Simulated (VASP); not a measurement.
**Al: relaxation of cell and atoms with PBEsol**

Al:

```xyz
1
Lattice="-1.5912 1.5912 1.5912 1.5912 -1.5912 1.5912 1.5912 1.5912 -1.5912" Properties=species:S:1:pos:R:3 pbc="T T T"
Al    0.0000    0.0000    0.0000
```

| Quantity | Value |
| --- | --- |
| Program | VASP 6.6.1 |
| Task | relaxation of cell and atoms |
| Functional | PBEsol |
| Potentials or basis | VASP PAW PBE potentials, release 64 (Al) |
| Cutoff | 600 eV |
| k mesh | 12 × 12 × 12 |
| Occupations | fermi-dirac, width 0.05 eV |
| Spin | no spin polarisation |
| Target pressure | 20 GPa |
| Dipole correction | no |
| Further INCAR settings | ALGO = Normal; EDIFF = 1e-06; IBRION = 2; EDIFFG = -0.01; NSW = 60; ISIF = 3 |

- Relaxed volume: 13.80 Å³/atom
- Relaxed cell: a = 2.617 Å, b = 2.617 Å, c = 2.617 Å, α = 109.47°, β = 109.47°, γ = 109.47°
- Space group after relaxing (to 0.05 Å): Im-3m (No. 229)
- Energy change on relaxing (the enthalpy is what falls): +144.9 meV/atom
- Ionic steps: 6
- Pressure after relaxing: 20.0 GPa

Step by step:
```tsv
step	energy change (eV)	largest force (eV/Å)	pressure (GPa)	volume (Å³)
1	0.0000	0.0000	2.32	16.12
2	0.4180	0.0000	40.70	12.31
3	0.1423	0.0000	19.78	13.82
4	0.1478	0.0000	20.25	13.77
5	0.1429	0.0000	19.83	13.81
6	0.1449	0.0000	19.99	13.80
```

Final structure:
```
Al
1.0
    -1.51093    1.51093    1.51093
     1.51093   -1.51093    1.51093
     1.51093    1.51093   -1.51093
Al
1
Direct
  0.00000 0.00000 0.00000
```

Levels at points of the mesh, in eV from the Fermi level:
```csv
k point,band 1,band 2,band 3,band 4
"(0.00, 0.00, 0.00)",-12.42,14.38,14.38,14.38
"(0.50, 0.00, 0.00)",-5.00,-4.07,8.69,9.65
"(0.50, 0.50, 0.50)",2.23,2.23,2.23,2.67
```

Wall time 8.5 s on 1 thread of Intel Xeon 6975P-C, on a shared host, peak memory 0.14 GiB.

Caveat: the cell is relaxed towards a set pressure, so the enthalpy falls and the energy may rise; the PAW data sets were made with another functional, which shifts forces and pressure a little.
